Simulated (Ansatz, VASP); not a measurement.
# InP in VASP and in Ansatz

```xyz
2
Lattice="0.0000 2.7706 2.7706 2.7706 0.0000 2.7706 2.7706 2.7706 0.0000" Properties=species:S:1:pos:R:3 pbc="T T T"
In    0.0000    0.0000    0.0000
P     2.7706    2.7706    2.7706
```

Alike in both runs: functional PBE; k mesh 14 × 14 × 14; occupations fermi-dirac, width 0.08 eV; no spin polarisation.

Ansatz relaxed the structure, and its values are those at the end. VASP's run is a single point on that final structure, the one shown.

|  | VASP | Ansatz |
| --- | --- | --- |
| version | VASP 6.6.1 | Ansatz 0.2.0 |
| potentials or method | VASP PAW PBE potentials, release 64 (In_d, P) | PAW with Ansatz's default frozen-core files, scalar-relativistic |
| plane-wave cutoff (eV) | 520 | 420 |
| valence electrons in the cell | 18 | 18 |

```csv
,VASP,Ansatz,Ansatz less VASP
pressure (GPa),0.0,0.0,+0.03
```
